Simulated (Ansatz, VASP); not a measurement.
**One calculation of Bi2Te3, two programs**

File INCAR:

```
SYSTEM = Bi2Te3
ALGO = Normal ; EDIFF = 1E-6
ENCUT = 520 ; GGA = PE
ISIF = 2 ; ISMEAR = -1
LASPH = .True. ; LCHARG = .False.
LREAL = .False. ; LWAVE = .False.
NBANDS = 32 ; NELM = 100
PREC = Accurate ; SIGMA = 0.05
```

File KPOINTS:

```
k-points
0
Gamma
  3 3 3
  0 0 0
```

The input POSCAR:

```
Bi2Te3
1.0
    2.1930000000      1.2661291403     10.1656666667
   -2.1930000000      1.2661291403     10.1656666667
    0.0000000000     -2.5322582807     10.1656666667
Bi Te
2 3
Direct
    0.6000000000      0.6000000000      0.6000000000
    0.4000000000      0.4000000000      0.4000000000
    0.7905000000      0.7905000000      0.7905000000
    0.2095000000      0.2095000000      0.2095000000
    0.0000000000      0.0000000000      0.0000000000
```

Contents of input.yaml:

```yaml
crystal:
  lattice:
    - [2.193, 1.2661291403, 10.1656666667]
    - [-2.193, 1.2661291403, 10.1656666667]
    - [0.0, -2.5322582807, 10.1656666667]
  atoms:
    - { symbol: Bi, position: [0.6, 0.6, 0.6] }
    - { symbol: Bi, position: [0.4, 0.4, 0.4] }
    - { symbol: Te, position: [0.7905, 0.7905, 0.7905] }
    - { symbol: Te, position: [0.2095, 0.2095, 0.2095] }
    - { symbol: Te, position: [0.0, 0.0, 0.0] }
hamiltonian:
  xc: pbe
  pseudopotentials: { kind: paw }
kpoints:
  mp_grid: { grid: [3, 3, 3] }
scf:
  occupations: { method: fermi_dirac, width: 0.05 }
output:
  forces: true
  stress: true
  eigenvalues: true
```

Alike in both runs: task single point; functional PBE; k mesh 3 × 3 × 3; occupations fermi-dirac, width 0.05 eV; no spin polarisation.

```csv
,VASP,Ansatz
version,VASP 6.6.1,Ansatz 0.2.0
potentials or method,"VASP PAW PBE potentials, release 64 (Bi_d, Te)",Ansatz PAW
plane-wave cutoff (eV),520,420
valence electrons in the cell,48,78
```

```csv
,VASP,Ansatz,Ansatz less VASP
gap on the k mesh at the Fermi level (eV),0.30,0.31,+0.010
least direct gap on the mesh (eV),0.30,0.31,+0.010
pressure (GPa),2.0,2.0,+0.02
"traceless stress, the component that is largest in VASP (GPa)",-0.81,-0.82,-0.006
rms of the force components (eV/Å),0.055,0.060,+0.0053
```

Atom by atom the forces differ by 0.006 eV/Å (rms over components). VASP's potentials hold 48 valence electrons a cell and Ansatz's 78, so a difference there can come from the potentials and not from the codes.

The k mesh is coarse, so the values compare programs but aren't converged. Neither program's run includes spin-orbit coupling. Noted on Ansatz's run: odd divisions of the mesh miss points on the zone boundary, where band edges often lie, so the gap on the mesh can be too wide.
